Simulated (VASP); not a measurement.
The system is Ta2PbO3.

```
CELL_PARAMETERS angstrom
4.17106 0.00000 0.00000
-2.08553 3.61224 0.00000
0.00000 0.00000 6.68976
ATOMIC_POSITIONS crystal
Ta 0.66667 0.33333 0.74281
Ta 0.33333 0.66667 0.25719
Pb 0.00000 0.00000 0.00000
O 0.66667 0.33333 0.35400
O 0.33333 0.66667 0.64600
O 0.00000 0.00000 0.50000
```

The cell was built from a structure type or drawn by symmetry, and may not be a known phase.

| Property | Result |
| --- | --- |
| Program | VASP 6.6.1 |
| Task | relaxation of cell and atoms |
| Functional | PBE |
| Potentials or basis | VASP PAW PBE potentials, release 64 (Ta_pv, Pb_d, O) |
| Cutoff | 600 eV |
| k mesh | 5 × 5 × 3 |
| Occupations | gaussian, width 0.2 eV |
| Spin | no spin polarisation |

At the start: pressure -27.7 GPa; volume 16.80 Å³/atom.

Q: Where does the relaxation end?

A: Over 15 steps the energy falls by 1408.4 meV/atom and the volume is 14.69 Å³/atom (-12.6 %); space group P-3m1 (No. 164, to 0.1 Å) before and after.

The path:
```csv
step,energy change (eV),largest force (eV/Å),pressure (GPa),volume (Å³)
1,0.0000,6.3540,-27.72,100.79
2,-4.3910,3.0849,58.54,64.04
3,-5.3682,5.6835,14.68,72.28
4,-7.1500,2.3745,21.02,74.03
5,-7.1621,2.0548,19.47,73.90
6,-7.6595,1.8357,-16.47,90.46
7,-7.9517,1.2225,-6.21,83.36
8,-8.3114,0.7065,-0.63,83.17
9,-8.3322,0.5189,1.29,83.07
10,-8.3323,0.4979,1.52,83.06
11,-8.3851,0.4401,0.58,84.49
12,-8.4382,0.3534,-0.63,87.71
13,-8.4450,0.3004,1.61,87.21
14,-8.4460,0.2505,1.01,87.34
15,-8.4504,0.0500,-0.47,88.14
```

Final structure:
```yaml
crystal:
  lattice:
    - [3.65491, 0.00000, 0.00000]
    - [-1.82746, 3.16525, 0.00000]
    - [0.00000, 0.00000, 7.61857]
  atoms:
    - { symbol: Ta, position: [0.66667, 0.33333, 0.61929] }
    - { symbol: Ta, position: [0.33333, 0.66667, 0.38071] }
    - { symbol: Pb, position: [0.00000, 0.00000, 0.00000] }
    - { symbol: O, position: [0.66667, 0.33333, 0.33409] }
    - { symbol: O, position: [0.33333, 0.66667, 0.66591] }
    - { symbol: O, position: [0.00000, 0.00000, 0.50000] }
```

Caveat: the relaxation stopped at a loose force limit of 0.08 eV/Å, so its end isn't a converged minimum.
